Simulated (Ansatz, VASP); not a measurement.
**Nb2Si2O in VASP and in Ansatz**

```
CELL_PARAMETERS angstrom
3.84817 0.00000 0.00000
-1.92408 3.33261 0.00000
0.00000 0.00000 6.04829
ATOMIC_POSITIONS crystal
Nb 0.33333 0.66667 0.25850
Nb 0.66667 0.33333 0.74150
Si 0.33333 0.66667 0.64380
Si 0.66667 0.33333 0.35620
O 0.00000 0.00000 0.00000
```

Change from the starting cell: species swapped into the TbAl2Ge2 type (P-3m1, No. 164).

Alike in both runs: task relaxation of cell and atoms; functional PBE; k mesh 6 × 6 × 4; occupations gaussian, width 0.1 eV; no spin polarisation.

|  | VASP | Ansatz |
| --- | --- | --- |
| version | VASP 6.6.1 | Ansatz 0.2.0 |
| potentials or method | VASP PAW PBE potentials, release 64 (Nb_sv, Si, O), cutoff 600 eV | scalar-relativistic, plane waves, PAW |
| valence electrons in the cell | 40 | 40 |

Ansatz gave:

```
gap on the k mesh at the Fermi level, each at its own relaxed structure (eV) : none
relaxed volume (Å³/atom)                                                     : 14.34
relaxed cell length with the largest relative difference (Å)                 : 3.514
```

What did VASP give for the same quantities?

gap on the k mesh at the Fermi level, each at its own relaxed structure (eV): none; relaxed volume (Å³/atom): 14.33; relaxed cell length with the largest relative difference (Å): 3.512.

A gap of «none» marks a metal or a gap that the smearing closes.
